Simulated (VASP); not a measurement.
# LiF in VASP: further runs

LiF is run at these levels: LDA; tasks: single point.

Everything below comes from runs of VASP 6.6.1. Logs are shortened: lines on timing, memory, paths and dates and some standing lists are left out, and cuts for length are marked.

**1. The cell of the first run**

It takes space group I4/mmm (No. 139, tetragonal). The conventional cell has a = 2.919 Å, b = 2.919 Å, c = 4.229 Å, α = 90.00°, β = 90.00°, γ = 90.00°. Within 2.7 Å of Li (site symmetry 4/mmm) lie 6 F at 2.06 to 2.11 Å. Within 2.7 Å of F (site symmetry 4/mmm) lie 6 Li at 2.06 to 2.11 Å.

**2. Single point, LDA (strain +0.025 along x and y, +0.050 along z)**

Input file INCAR:

```
SYSTEM = LiF
PREC = Accurate
ENCUT = 520
EDIFF = 1E-6
ISMEAR = 0
SIGMA = 0.05
LREAL = .FALSE.
LASPH = .TRUE.
NELM = 80
ALGO = Normal
ISIF = 2
LWAVE = .FALSE.
LCHARG = .FALSE.
GGA = CA
NBANDS = 12
```

Input file KPOINTS:

```
regular mesh
0
G
  10 10 10
  0 0 0
```

Input file POSCAR:

```
LiF
1.0
    0.0000000000      2.0643500000      2.1147000000
    2.0643500000      0.0000000000      2.1147000000
    2.0643500000      2.0643500000      0.0000000000
Li F
1 1
Direct
    0.0000000000      0.0000000000      0.0000000000
    0.5000000000      0.5000000000      0.5000000000
```

Potentials or basis: VASP PAW LDA potentials, release 64 (Li_sv, F).

Started as:

```
$ cat potpaw_LDA.64/Li_sv/POTCAR potpaw_LDA.64/F/POTCAR > POTCAR
$ mpirun -np 1 vasp_std > vasp.out
```

OUTCAR:

```text
SYSTEM = LiF
   PREC = Accurate
   ENCUT = 520
   EDIFF = 1E-6
   ISMEAR = 0
   LREAL = .FALSE.
   LASPH = .TRUE.
   NELM = 80
   ISIF = 2
   GGA = CA

 ion  position               nearest neighbor table
   1  0.000  0.000  0.000-   2 2.06   2 2.06   2 2.06   2 2.06   2 2.11   2 2.11
   2  0.500  0.500  0.500-   1 2.06   1 2.06   1 2.06   1 2.06   1 2.11   1 2.11

  LATTYP: Found a body centered tetragonal cell.
 ALAT       =     2.9194317675
 C/A-ratio  =     1.4487065761

  Lattice vectors:

 A1 = (  -2.0643500000,   0.0000000000,   2.1147000000)
 A2 = (   2.0643500000,   0.0000000000,   2.1147000000)
 A3 = (   0.0000000000,   2.0643500000,  -2.1147000000)

Analysis of symmetry for initial positions (statically):
=====================================================================
 Subroutine PRICEL returns:
 Original cell was already a primitive cell.

 Routine SETGRP: Setting up the symmetry group for a
 body centered tetragonal supercell.

 Subroutine GETGRP returns: Found 16 space group operations
 (whereof 16 operations were pure point group operations)
 out of a pool of 16 trial point group operations.

The static configuration has the point symmetry D_4h.

Analysis of symmetry for dynamics (positions and initial velocities):
=====================================================================
 Subroutine PRICEL returns:
 Original cell was already a primitive cell.

 Routine SETGRP: Setting up the symmetry group for a
 body centered tetragonal supercell.

 Subroutine GETGRP returns: Found 16 space group operations
 (whereof 16 operations were pure point group operations)
 out of a pool of 16 trial point group operations.

The dynamic configuration has the point symmetry D_4h.

 Subroutine INISYM returns: Found 16 space group operations
 (whereof 16 operations are pure point group operations),
 and found     1 'primitive' translations

----------------------------------------------------------------------------------------

                                     Primitive cell

  volume of cell :      18.0238

  direct lattice vectors                    reciprocal lattice vectors
     0.000000000  2.064350000  2.114700000    -0.242206990  0.242206990  0.236440157
     2.064350000  0.000000000  2.114700000     0.242206990 -0.242206990  0.236440157
     2.064350000  2.064350000  0.000000000     0.242206990  0.242206990 -0.236440157

  length of vectors
     2.955249061  2.955249061  2.919431767     0.416211965  0.416211965  0.416211965

  position of ions in fractional coordinates (direct lattice)
     0.000000000  0.000000000  0.000000000
     0.500000000  0.500000000  0.500000000

  ion indices of the primitive-cell ions
   primitive index   ion index
                 1           1
                 2           2

----------------------------------------------------------------------------------------

 KPOINTS: regular mesh

Automatic generation of k-mesh.
 Grid dimensions read from file:
 generate k-points for:   10   10   10

 Generating k-lattice:

  Cartesian coordinates                     Fractional coordinates (reciprocal lattice)
    -0.024220699  0.024220699  0.023644016     0.100000000 -0.000000000  0.000000000
     0.024220699 -0.024220699  0.023644016    -0.000000000  0.100000000  0.000000000
     0.024220699  0.024220699 -0.023644016     0.000000000  0.000000000  0.100000000

  Length of vectors
     0.041621197  0.041621197  0.041621197

  Shift w.r.t. Gamma in fractional coordinates (k-lattice)
     0.000000000  0.000000000  0.000000000

 Subroutine IBZKPT returns following result:
 ===========================================

 Found    102 irreducible k-points:

 Following reciprocal coordinates:
            Coordinates               Weight
  0.000000  0.000000  0.000000      1.000000
  0.100000 -0.000000  0.000000      8.000000
  0.200000 -0.000000  0.000000      8.000000
  0.300000 -0.000000  0.000000      8.000000
  0.400000 -0.000000  0.000000      8.000000
  0.500000  0.000000  0.000000      4.000000
[... 16 lines left out ...]
  0.300000  0.300000  0.000000      2.000000
  0.400000  0.300000  0.000000      8.000000
 [... further k-points ...]
   k-points           NKPTS =    102   k-points in BZ     NKDIM =    102   number of bands    NBANDS=     12
   number of dos      NEDOS =    301   number of ions     NIONS =      2
   total plane-waves  NPLWV =  13824
   dimension x,y,z NGX =    24 NGY =   24 NGZ =   24
   dimension x,y,z NGXF=    48 NGYF=   48 NGZF=   48
   ions per type =               1   1
   NGX,Y,Z   is equivalent  to a cutoff of  13.50, 13.50, 13.67 a.u.
   NGXF,Y,Z  is equivalent  to a cutoff of  27.00, 27.00, 27.33 a.u.
 SYSTEM =  LiF
   PREC   = accura    normal or accurate (medium, high low for compatibility)
   ISTART =      0    job   : 0-new  1-cont  2-samecut
   ICHARG =      2    charge: 1-file 2-atom 10-const
   ISPIN  =      1    spin polarized calculation?
   LNONCOLLINEAR =      F non collinear calculations
   LSORBIT =      F    spin-orbit coupling
   LASPH  =      T    aspherical Exc in radial PAW
   ENCUT  =  520.0 eV  38.22 Ry    6.18 a.u.   5.49  5.49  5.43*2*pi/ulx,y,z
   NELM   =     80;   NELMIN=  2; NELMDL= -5     # of ELM steps
   EDIFF  = 0.1E-05   stopping-criterion for ELM
   LREAL  =      F    real-space projection
   EDIFFG = 0.1E-04   stopping-criterion for IOM
   NSW    =      0    number of steps for IOM
   IBRION =     -1    ionic relax: 0-MD 1-quasi-New 2-CG
   NFREE  =      0    steps in history (QN), initial steepest desc. (CG)
   ISIF   =      2    stress and relaxation
   ISYM   =      2    0-nonsym 1-usesym 2-fastsym
   POTIM  = 0.5000    time-step for ionic-motion
   TEBEG  =    0.0;   TEEND  =   0.0 temperature during run
   PSTRESS=    0.0 pullay stress
   NELECT =      10.0000    total number of electrons
   NUPDOWN=      -1.0000    fix difference up-down
   EMIN   =  10.00;   EMAX   =-10.00  energy-range for DOS
   EFERMI =   0.00;   METHOD = LEGACY
   ISMEAR =     0;   SIGMA  =   0.05  broadening in eV -4-tet -1-fermi 0-gaus
   EFERMI_NEDOS =   21; number of points for ismear=-14 and -15
   IALGO  =     38    algorithm
   IMIX   =      4    mixing-type and parameters
     AMIX     =   0.40;   BMIX     =  1.00
     AMIX_MAG =   1.60;   BMIX_MAG =  1.00
  volume/ion in A,a.u.               =       9.01        60.82
  Fermi-wavevector in a.u.,A,eV,Ry     =   1.345219  2.542095 24.621299  1.809614
  Thomas-Fermi vector in A             =   2.473150
   LORBIT       =      0    0 simple, 1 ext, 2 COOP (PROOUT), +10 PAW based schemes
   GGA     = CA    functional components
   LHFCALC =     F    Hartree Fock is set to
   AEXX    =    0.0000 exact exchange contribution
   IVDW    =     0    specifies the selected vdW correction
   LEPSILON=     F    determine dielectric tensor
   LRPA    =     F    only Hartree local field effects (RPA)
 non-spin polarized calculation
 Gauss-broadening in eV      SIGMA  =   0.05
  energy-cutoff  :      520.00
  volume of cell :       18.02
 maximum number of plane-waves:       515
 NGX is ok and might be reduce to    24
   NGX = 11   NGY = 11   NGZ = 11

 number of electron      10.0000012 magnetization

 Free energy of the ion-electron system (eV)
  ---------------------------------------------------
  ext. energy  EPLUGINS =         0.00000000
  ---------------------------------------------------
  free energy    TOTEN  =       -10.37927692 eV

  energy without entropy =      -10.37927692  energy(sigma->0) =      -10.37927692

 E-fermi :  -1.4644     XC(G=0): -10.1875

 val. band max:       -1.8308533030   @ k =   0.0000   0.0000   0.0000
 cond. band min:       6.1424083976   @ k =   0.0000   0.0000   0.0000
 fundamental gap:      7.9732617006
 Fermi energy:        -1.4644329354

 k-point     1 :       0.0000    0.0000    0.0000
  band No.  band energies     occupation
      1     -41.8409      2.00000
      2     -21.1784      2.00000
      3      -1.8826      2.00000
      4      -1.8826      2.00000
      5      -1.8309      2.00000
      6       6.1424      0.00000
      7      20.0436      0.00000
      8      20.5329      0.00000
      9      20.5329      0.00000
     10      20.9707      0.00000
     11      21.1652      0.00000
     12      21.1652      0.00000

 k-point     2 :       0.1000   -0.0000    0.0000
  band No.  band energies     occupation
      1     -41.8365      2.00000
      2     -21.1443      2.00000
      3      -2.1347      2.00000
      4      -1.8990      2.00000
      5      -1.8697      2.00000
      6       6.4303      0.00000
      7      18.0324      0.00000
      8      19.1422      0.00000
      9      19.4872      0.00000
     10      21.8390      0.00000
     11      22.0053      0.00000
     12      22.0634      0.00000

 k-point     3 :       0.2000   -0.0000    0.0000
  band No.  band energies     occupation
      1     -41.8251      2.00000
      2     -21.0529      2.00000
      3      -2.7668      2.00000
      4      -1.9407      2.00000
      5      -1.9327      2.00000
      6       7.0869      0.00000
      7      15.6735      0.00000
      8      17.7514      0.00000
      9      18.1380      0.00000
     10      22.7297      0.00000
     11      23.2745      0.00000
     12      23.3332      0.00000

 k-point     4 :       0.3000   -0.0000    0.0000
  band No.  band energies     occupation
      1     -41.8111      2.00000
      2     -20.9361      2.00000
      3      -3.4601      2.00000
      4      -2.0064      2.00000
      5      -1.9905      2.00000
      6       7.6929      0.00000
      7      14.1644      0.00000
      8      16.6035      0.00000
      9      17.0000      0.00000
     10      23.9601      0.00000
     11      24.7857      0.00000
     12      24.8827      0.00000

 k-point     5 :       0.4000   -0.0000    0.0000
  band No.  band energies     occupation
      1     -41.7998      2.00000
      2     -20.8380      2.00000
      3      -3.9724      2.00000
      4      -2.0642      2.00000
      5      -2.0291      2.00000
      6       7.9746      0.00000
      7      13.5258      0.00000
      8      15.8652      0.00000
      9      16.2599      0.00000
     10      25.3846      0.00000
     11      26.2399      0.00000
     12      26.4524      0.00000
[... 228 lines left out ...]
      1     -41.7961      2.00000
      2     -20.7855      2.00000
      3      -3.7024      2.00000
      4      -2.8774      2.00000
      5      -2.0547      2.00000
      6       9.0644      0.00000
      7      12.6302      0.00000
      8      15.9825      0.00000
      9      16.4035      0.00000
     10      25.1139      0.00000
     11      25.6680      0.00000
     12      25.6944      0.00000

 k-point    22 :      -0.2000    0.2000    0.0000
  band No.  band energies     occupation
      1     -41.8062      2.00000
      2     -20.8867      2.00000
      3      -3.3677      2.00000
      4      -2.5971      2.00000
      5      -1.9461      2.00000
      6       8.3608      0.00000
      7      13.4340      0.00000
      8      16.4075      0.00000
      9      16.9476      0.00000
     10      23.8432      0.00000
     11      23.9710      0.00000
     12      26.2867      0.00000

 k-point    23 :       0.3000    0.3000    0.0000
  band No.  band energies     occupation
      1     -41.8046      2.00000
      2     -20.8259      2.00000
      3      -3.6153      2.00000
      4      -2.4350      2.00000
      5      -2.4350      2.00000
      6       9.0992      0.00000
      7      15.2337      0.00000
      8      15.6611      0.00000
      9      17.2706      0.00000
     10      17.2706      0.00000
     11      29.8465      0.00000
     12      31.1182      0.00000

 k-point    24 :       0.4000    0.3000    0.0000
  band No.  band energies     occupation
      1     -41.7963      2.00000
      2     -20.7352      2.00000
      3      -3.9774      2.00000
      4      -2.6238      2.00000
      5      -2.5145      2.00000
      6       9.8725      0.00000
      7      14.0414      0.00000
      8      15.1690      0.00000
      9      17.0176      0.00000
     10      18.0945      0.00000
     11      29.4256      0.00000
     12      31.1524      0.00000

 [... further k-points ...]
[... 5 lines left out ...]
  --------------------------------------------------------------------------------------
  -------------------------------------------------------------------------------------
  Total       -1.2339278     -1.2339278     -1.2912088      0.0000000      0.0000000     -0.0000000
  in kB     -109.6869384   -109.6869384   -114.7787848      0.0000000      0.0000000     -0.0000000
  external PRESSURE =    -111.3842206 kB  Pullay stress =       0.0000000 kB

 VOLUME and BASIS-vectors are now :
 -----------------------------------------------------------------------------
  energy-cutoff  :      520.00
  volume of cell :       18.02
      direct lattice vectors                 reciprocal lattice vectors
     0.000000000  2.064350000  2.114700000    -0.242206990  0.242206990  0.236440157
     2.064350000  0.000000000  2.114700000     0.242206990 -0.242206990  0.236440157
     2.064350000  2.064350000  0.000000000     0.242206990  0.242206990 -0.236440157

 POSITION                                       TOTAL-FORCE (eV/Angst)
 -----------------------------------------------------------------------------------
      0.00000      0.00000      0.00000         0.000000      0.000000     -0.000000
      2.06435      2.06435      2.11470         0.000000      0.000000      0.000000
 -----------------------------------------------------------------------------------
    total drift:                               -0.000000     -0.000000      0.000000

  FREE ENERGIE OF THE ION-ELECTRON SYSTEM (eV)
  ---------------------------------------------------
  free  energy   TOTEN  =       -10.3792769218 eV

  energy  without entropy=      -10.3792769218  energy(sigma->0) =      -10.37927692
```

Wall time 12 s (1 thread of Intel Xeon Platinum 8488C (Sapphire Rapids), shared host); peak memory 0.13 GiB.

Results:

- Free energy: -10.3793 eV
- Band gap on the k mesh: 7.97 eV, direct

Caveat: the cell differs from its parent crystal (strain +0.025 along x and y, +0.050 along z); the cutoff is under 1.25 times the usual one of these potentials, so pressure, stress and relaxed cells hold a basis-set (Pulay) error. A k mesh can miss the band edges.

[end of part 1 of 2]
